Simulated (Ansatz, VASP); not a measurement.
**K2Pt in VASP and in Ansatz**

Contents of INCAR:

```
SYSTEM = K2Pt
PREC = Accurate
ENCUT = 520
EDIFF = 1E-7
ISMEAR = 0
SIGMA = 0.05
LREAL = .FALSE.
LASPH = .TRUE.
NELM = 80
ALGO = Normal
ISIF = 2
LWAVE = .FALSE.
LCHARG = .FALSE.
GGA = CA
NBANDS = 21
```

The input KPOINTS:

```
Automatic mesh
0
G
  6 6 6
  0 0 0
```

The input POSCAR:

```
K2Pt
1.0
    0.0000000000      3.7247411929      3.7814631400
    3.8381850871      0.0000000000      3.7814631400
    3.8381850871      3.7247411929      0.0000000000
K Pt
2 1
Direct
    0.7500000000      0.7500000000      0.7500000000
    0.2500000000      0.2500000000      0.2500000000
    0.0000000000      0.0000000000      0.0000000000
```

Input for Ansatz:

```yaml
crystal:
  lattice:
    - [0.0, 3.7247411929, 3.78146314]
    - [3.8381850871, 0.0, 3.78146314]
    - [3.8381850871, 3.7247411929, 0.0]
  atoms:
    - { symbol: K, position: [0.75, 0.75, 0.75] }
    - { symbol: K, position: [0.25, 0.25, 0.25] }
    - { symbol: Pt, position: [0.0, 0.0, 0.0] }
basis:
  ecutwfc: 420
kpoints:
  mp_grid: { grid: [6, 6, 6] }
hamiltonian:
  xc: lda
scf:
  occupations: { method: gaussian, width: 0.05 }
output:
  forces: true
  stress: true
  eigenvalues: true
```

Change from the starting cell: strain +0.0150 x Voigt [1, -1, 0, 0, 0, 0], atoms carried along.

Alike in both runs: task single point; functional LDA; k mesh 6 × 6 × 6; occupations gaussian, width 0.05 eV; no spin polarisation.

|  | VASP | Ansatz |
| --- | --- | --- |
| version | VASP 6.6.1 | Ansatz 0.2.0 |
| potentials or method | VASP PAW LDA potentials, release 64 (K_sv, Pt), cutoff 520 eV | scalar-relativistic, plane waves, PAW |
| valence electrons in the cell | 28 | 36 |

|  | VASP | Ansatz | Ansatz less VASP |
| --- | --- | --- | --- |
| gap on the k mesh at the Fermi level (eV) | 1.31 | 1.30 | -0.007 |
| least direct gap on the mesh (eV) | 1.38 | 1.37 | -0.007 |
| pressure (GPa) | -1.8 | -1.9 | -0.07 |
| traceless stress, the component that is largest in VASP (GPa) | -0.33 | -0.33 | -0.002 |

LDA's correlation is that of Perdew and Zunger in VASP and of Perdew and Wang (1992) in Ansatz. VASP's potentials hold 28 valence electrons a cell and Ansatz's 36, so a difference there can come from the potentials and not from the codes.

Neither program's run includes spin-orbit coupling.
